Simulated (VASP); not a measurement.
# KBr (Pm-3m) in VASP: notebook, part 2 of 2

VASP 6.6.1.

### Step 3. Single point, revPBE

This run uses another cell than the first one, of 33.06 Å³/atom, 1.026 times its volume.

The input, INCAR:

```
SYSTEM = KBr
PREC     = Accurate       ! precision mode
ENCUT    = 500            ! plane-wave cutoff, eV
EDIFF    = 1E-6           ! SCF threshold, eV
ISMEAR   = 1              ! smearing method
SIGMA    = 0.02           ! smearing width, eV
LREAL    = .FALSE.        ! projectors in reciprocal space
LASPH    = .TRUE.         ! aspherical terms in the spheres
NELM     = 120            ! most SCF steps
ALGO     = Normal         ! electronic algorithm
ISIF     = 2              ! what is computed and relaxed
LWAVE    = .FALSE.        ! write WAVECAR
LCHARG   = .FALSE.        ! write CHGCAR
GGA      = RE             ! functional
NBANDS   = 15             ! bands
GGA_COMPAT= .FALSE.
```

The input, KPOINTS:

```
regular mesh
0
G
  4 4 4
  0 0 0
```

The input, POSCAR:

```
KBr
1.0
    4.0434990000      0.0000000000      0.0000000000
    0.0000000000      4.0434990000      0.0000000000
    0.0000000000      0.0000000000      4.0434990000
K Br
1 1
Direct
    0.0000000000      0.0000000000      0.0000000000
    0.5000000000      0.5000000000      0.5000000000
```

Potentials or basis: VASP PAW PBE potentials, release 64 (K_sv, Br).

Launch:

```console
$ cat potpaw_PBE.64/K_sv/POTCAR potpaw_PBE.64/Br/POTCAR > POTCAR
$ mpirun -np 1 vasp_std > vasp.out
```

OUTCAR:

```text
SYSTEM = KBr
   PREC = Accurate
   ENCUT = 500
   EDIFF = 1E-6
   ISMEAR = 1
   LREAL = .FALSE.
   LASPH = .TRUE.
   NELM = 120
   ISIF = 2
   GGA = RE

 ion  position               nearest neighbor table
   1  0.000  0.000  0.000-
   2  0.500  0.500  0.500-

  LATTYP: Found a simple cubic cell.
 ALAT       =     4.0434990000

  Lattice vectors:

 A1 = (   4.0434990000,   0.0000000000,   0.0000000000)
 A2 = (   0.0000000000,   4.0434990000,   0.0000000000)
 A3 = (   0.0000000000,   0.0000000000,   4.0434990000)

Analysis of symmetry for initial positions (statically):
=====================================================================
 Subroutine PRICEL returns:
 Original cell was already a primitive cell.

 Routine SETGRP: Setting up the symmetry group for a
 simple cubic supercell.

 Subroutine GETGRP returns: Found 48 space group operations
 (whereof 48 operations were pure point group operations)
 out of a pool of 48 trial point group operations.

The static configuration has the point symmetry O_h .

Analysis of symmetry for dynamics (positions and initial velocities):
=====================================================================
 Subroutine PRICEL returns:
 Original cell was already a primitive cell.

 Routine SETGRP: Setting up the symmetry group for a
 simple cubic supercell.

 Subroutine GETGRP returns: Found 48 space group operations
 (whereof 48 operations were pure point group operations)
 out of a pool of 48 trial point group operations.

The dynamic configuration has the point symmetry O_h .

 Subroutine INISYM returns: Found 48 space group operations
 (whereof 48 operations are pure point group operations),
 and found     1 'primitive' translations

----------------------------------------------------------------------------------------

                                     Primitive cell

[... 103 lines left out ...]
   IVDW    =     0    specifies the selected vdW correction
   LEPSILON=     F    determine dielectric tensor
   LRPA    =     F    only Hartree local field effects (RPA)
 non-spin polarized calculation
 Methfessel and Paxton  Order N= 1 SIGMA  =   0.02
  energy-cutoff  :      500.00
  volume of cell :       66.11
 maximum number of plane-waves:      1743
 NGX is ok and might be reduce to    30
   NGX = 15   NGY = 15   NGZ = 15

 number of electron      15.9999999 magnetization

 Free energy of the ion-electron system (eV)
  ---------------------------------------------------
  ext. energy  EPLUGINS =         0.00000000
  ---------------------------------------------------
  free energy    TOTEN  =        -5.70851720 eV

  energy without entropy =       -5.70851720  energy(sigma->0) =       -5.70851720

 E-fermi :  -0.5401     XC(G=0):  -7.5607

 val. band max:       -0.6525457863   @ k =   0.5000   0.5000   0.0000
 cond. band min:       3.4751806865   @ k =   0.0000   0.0000   0.0000
 fundamental gap:      4.1277264728
 Fermi energy:        -0.5400783886

 k-point     1 :       0.0000    0.0000    0.0000
  band No.  band energies     occupation
      1     -29.4272      2.00000
      2     -13.3887      2.00000
      3     -12.8185      2.00000
      4     -12.8185      2.00000
      5     -12.8185      2.00000
      6      -0.9069      2.00000
      7      -0.9069      2.00000
      8      -0.9069      2.00000
      9       3.4752      0.00000
     10       5.3830      0.00000
     11       5.3830      0.00000
     12       9.0586      0.00000
     13       9.0586      0.00000
     14       9.0586      0.00000
[... 149 lines left out ...]
      2     -13.0266      2.00000
      3     -12.9214      2.00000
      4     -12.9214      2.00000
      5     -12.9214      2.00000
      6      -2.0396      2.00000
      7      -2.0396      2.00000
      8      -2.0396      2.00000
      9       6.9586      0.00000
     10       6.9586      0.00000
     11       6.9586      0.00000
     12       8.8256      0.00000
     13       8.8256      0.00000
     14       8.8256      0.00000
     15      10.4878      0.00000

------------------------ aborting loop because EDIFF is reached ----------------------------------------

  FORCE on cell =-STRESS in cart. coord.  units (eV):
  Direction    XX          YY          ZZ          XY          YZ          ZX
  --------------------------------------------------------------------------------------
  -------------------------------------------------------------------------------------
  Total        0.5187845      0.5187845      0.5187845      0.0000000      0.0000000     -0.0000000
  in kB       12.5726126     12.5726126     12.5726126      0.0000000      0.0000000     -0.0000000
  external PRESSURE =      12.5726126 kB  Pullay stress =       0.0000000 kB

 VOLUME and BASIS-vectors are now :
 -----------------------------------------------------------------------------
  energy-cutoff  :      500.00
  volume of cell :       66.11
      direct lattice vectors                 reciprocal lattice vectors
     4.043499000  0.000000000  0.000000000     0.247310559  0.000000000  0.000000000
     0.000000000  4.043499000  0.000000000     0.000000000  0.247310559  0.000000000
     0.000000000  0.000000000  4.043499000     0.000000000  0.000000000  0.247310559

 POSITION                                       TOTAL-FORCE (eV/Angst)
 -----------------------------------------------------------------------------------
      0.00000      0.00000      0.00000         0.000000      0.000000      0.000000
      2.02175      2.02175      2.02175         0.000000      0.000000      0.000000
 -----------------------------------------------------------------------------------
    total drift:                                0.000000      0.000000     -0.000000

  FREE ENERGIE OF THE ION-ELECTRON SYSTEM (eV)
  ---------------------------------------------------
  free  energy   TOTEN  =        -5.7085172043 eV

  energy  without entropy=       -5.7085172043  energy(sigma->0) =       -5.70851720
```

stdout:

```text
POSCAR found type information on POSCAR K Br
 POSCAR found :  2 types and       2 ions
 scaLAPACK will be used
 -----------------------------------------------------------------------------
|                                                                             |
|                                                                             |
|     You enforced a specific xc type in the INCAR file but a different       |
|     I HOPE YOU KNOW WHAT YOU ARE DOING!                                     |
|                                                                             |
 -----------------------------------------------------------------------------

 LDA part: xc-table for (Slater+PW92), standard interpolation
 POSCAR, INCAR and KPOINTS ok, starting setup
 FFT: planning ... GRIDC
 FFT: planning ... GRID_SOFT
 FFT: planning ... GRID
 WAVECAR not read
 entering main loop
```

It took 5 s on 1 thread of Intel Xeon 6975P-C (Granite Rapids), shared host; peak memory 0.16 GiB.

What came out:

| Item | Value |
| --- | --- |
| Free energy | -5.7085 eV |
| Pressure | 1.3 GPa |
| Band gap on the k mesh | 4.13 eV, indirect (least direct gap 4.38 eV) |

Caveat: the PAW data sets were made with another functional, which shifts forces and pressure a little. A k mesh can miss the band edges.

### Step 4. Single point, revPBE

This run uses another cell than the first one, of 33.88 Å³/atom, 1.051 times its volume.

The input, INCAR:

```
SYSTEM = KBr
  ALGO = Normal
  EDIFF = 1E-6
  ENCUT = 500
  GGA = RE
  GGA_COMPAT = .FALSE.
  ISIF = 2
  ISMEAR = 1
  LASPH = .TRUE.
  LCHARG = .FALSE.
  LREAL = .FALSE.
  LWAVE = .FALSE.
  NBANDS = 15
  NELM = 120
  PREC = Accurate
  SIGMA = 0.02
```

The input, KPOINTS:

```
k-points
0
G
  4 4 4
  0 0 0
```

The input, POSCAR:

```
KBr
1.0
    4.0769178626      0.0000000000      0.0000000000
    0.0000000000      4.0769178626      0.0000000000
    0.0000000000      0.0000000000      4.0769178626
K Br
1 1
Direct
    0.0000000000      0.0000000000      0.0000000000
    0.5000000000      0.5000000000      0.5000000000
```

Launch:

```console
$ cat potpaw_PBE.64/K_sv/POTCAR potpaw_PBE.64/Br/POTCAR > POTCAR
$ mpirun -np 1 vasp_std > vasp.out
```

It took 5.1 s on 1 thread of Intel Xeon 6975P-C (Granite Rapids), shared host; peak memory 0.16 GiB.

Results (log left out):

| Quantity | Value |
| --- | --- |
| Free energy | -5.7194 eV |
| Pressure | 0.8 GPa |
| Band gap on the k mesh | 4.06 eV, indirect (least direct gap 4.30 eV) |

Levels at points of the mesh, in eV from the valence-band top:
| k point | band 6 | band 7 | band 8 | band 9 | band 10 | band 11 |
| --- | --- | --- | --- | --- | --- | --- |
| (0.00, 0.00, 0.00) | -0.25 | -0.25 | -0.25 | 4.06 | 6.06 | 6.06 |
| (0.50, 0.00, 0.00) | -1.81 | -0.21 | -0.21 | 6.61 | 7.36 | 7.74 |
| (0.50, 0.50, 0.00) | -1.31 | -1.31 | 0.00 | 5.44 | 6.63 | 8.14 |
| (0.50, 0.50, 0.50) | -1.33 | -1.33 | -1.33 | 7.56 | 7.56 | 7.56 |

Caveat: the PAW data sets were made with another functional, which shifts forces and pressure a little.

### Step 5. Summary

```tsv
cell	gap on the mesh (eV)	pressure (GPa)
a = 4.010 Å, 2 atoms	4.20	1.7
a = 4.043 Å, 2 atoms	4.13	1.3
a = 4.077 Å, 2 atoms	4.06	0.8
```

Alike in all rows: task single point; level revPBE; potentials or basis VASP PAW PBE potentials, release 64 (K_sv, Br); no spin polarisation; k mesh 4 × 4 × 4; cutoff (eV) 500; smearing methfessel-paxton 0.02 eV.

Caveats: the PAW data sets were made with another functional, which shifts forces and pressure a little.

Absolute energies hang on the potentials; compare differences alone.
